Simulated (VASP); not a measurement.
Here is a VASP 6.6.1 calculation.

File INCAR:

```
SYSTEM = TiTe2
PREC = Accurate
ENCUT = 500
EDIFF = 1E-6
ISMEAR = 1
SIGMA = 0.001
LREAL = .FALSE.
LASPH = .TRUE.
NELM = 120
ALGO = Normal
ISIF = 2
LWAVE = .FALSE.
LCHARG = .TRUE.
GGA = PE
LELF = .TRUE.
LVHAR = .TRUE.
NBANDS = 19
GGA_COMPAT = .FALSE.
```

The input KPOINTS:

```
Automatic mesh
0
G
  10 10 10
  0 0 0
```

File POSCAR:

```
TiTe2
1.0
    0.0000000000      3.4428591255      3.4428591255
    3.4428591255      0.0000000000      3.4428591255
    3.4428591255      3.4428591255      0.0000000000
Ti Te
1 2
Direct
    0.0000000000      0.0000000000      0.0000000000
    0.2500000000      0.2500000000      0.2500000000
    0.7500000000      0.7500000000      0.7500000000
```

Potentials or basis: VASP PAW PBE potentials, release 64 (Ti_sv, Te).

Command:

```console
$ cat potpaw_PBE.64/Ti_sv/POTCAR potpaw_PBE.64/Te/POTCAR > POTCAR
$ mpirun -np 1 vasp_std > vasp.out
```

Predict the pressure.

-0.1 GPa.

Predict the band gap on the k mesh.

zero (band 12 reaches 7.46 eV, above the bottom of band 13 at 7.17 eV).

Caveat: spin-orbit coupling is left out, which moves the levels of the heavy elements.
